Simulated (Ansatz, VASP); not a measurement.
Two plane-wave programs on AlB2N3

Contents of INCAR:

```
SYSTEM = AlB2N3
PREC     = Accurate       ! precision mode
ENCUT    = 600            ! plane-wave cutoff, eV
EDIFF    = 1E-6           ! SCF threshold, eV
ISMEAR   = 0              ! smearing method
SIGMA    = 0.1            ! smearing width, eV
LREAL    = .False.        ! projectors in reciprocal space
LASPH    = .True.         ! aspherical terms in the spheres
NELM     = 100            ! most SCF steps
ALGO     = Normal         ! electronic algorithm
ISIF     = 3              ! what is computed and relaxed
LWAVE    = .False.        ! write WAVECAR
LCHARG   = .False.        ! write CHGCAR
GGA      = PE             ! functional
IBRION   = 2              ! ionic algorithm
NSW      = 90             ! ionic steps
EDIFFG   = -0.04          ! ionic threshold
```

The input KPOINTS:

```
regular mesh
0
Gamma
  6 6 4
  0 0 0
```

The input POSCAR:

```
AlB2N3
1.0
    4.5321249600      0.0000000000      0.0000000000
   -2.2660624800      3.9249353500      0.0000000000
    0.0000000000      0.0000000000      6.9608271300
Al B N
2 4 6
Direct
    0.3333333300      0.6666666700      0.0000000000
    0.6666666700      0.3333333300      0.0000000000
    0.0000000000      0.0000000000      0.0000000000
    0.6666666700      0.6666666700      0.5000000000
    0.3333333300      0.0000000000      0.5000000000
    0.0000000000      0.3333333300      0.5000000000
    0.3333333300      0.6666666700      0.5000000000
    0.0000000000      0.0000000000      0.5000000000
    0.6666666700      0.3333333300      0.5000000000
    0.6666666700      0.6666666700      0.0000000000
    0.3333333300      0.0000000000      0.0000000000
    0.0000000000      0.3333333300      0.0000000000
```

Input for Ansatz:

```yaml
crystal:
  lattice:
    - [4.53212496, 0.0, 0.0]
    - [-2.26606248, 3.92493535, 0.0]
    - [0.0, 0.0, 6.96082713]
  atoms:
    - { symbol: Al, position: [0.33333333, 0.66666667, 0.0] }
    - { symbol: Al, position: [0.66666667, 0.33333333, 0.0] }
    - { symbol: B, position: [0.0, 0.0, 0.0] }
    - { symbol: B, position: [0.66666667, 0.66666667, 0.5] }
    - { symbol: B, position: [0.33333333, 0.0, 0.5] }
    - { symbol: B, position: [0.0, 0.33333333, 0.5] }
    - { symbol: "N", position: [0.33333333, 0.66666667, 0.5] }
    - { symbol: "N", position: [0.0, 0.0, 0.5] }
    - { symbol: "N", position: [0.66666667, 0.33333333, 0.5] }
    - { symbol: "N", position: [0.66666667, 0.66666667, 0.0] }
    - { symbol: "N", position: [0.33333333, 0.0, 0.0] }
    - { symbol: "N", position: [0.0, 0.33333333, 0.0] }
basis:
  ecutwfc: 420
kpoints:
  mp_grid: { grid: [6, 6, 4] }
hamiltonian:
  xc: pbe
scf:
  occupations: { method: gaussian, width: 0.1 }
  lower_state_search: "off"
output:
  forces: true
  stress: true
  eigenvalues: true
relax:
  adjacent_minimum: "off"
  f_tol: 0.04
  max_steps: 70
  cell: { stress_tol: 0.4 }
```

Alike in both runs: task relaxation of cell and atoms; functional PBE; k mesh 6 × 6 × 4; occupations gaussian, width 0.1 eV; no spin polarisation.

```csv
,VASP,Ansatz
version,VASP 6.6.1,Ansatz 0.2.0
potentials or method,"VASP PAW PBE potentials, release 64 (Al, B, N), cutoff 600 eV","scalar-relativistic, plane waves, PAW"
valence electrons in the cell,48,48
```

|  | VASP | Ansatz | Ansatz less VASP |
| --- | --- | --- | --- |
| gap on the k mesh at the Fermi level, each at its own relaxed structure (eV) | 3.10 | 3.11 | +0.005 |
| relaxed volume (Å³/atom) | 11.36 | 11.31 | -0.055 |
| relaxed cell length with the largest relative difference (Å) | 6.963 | 6.929 | -0.0340 |
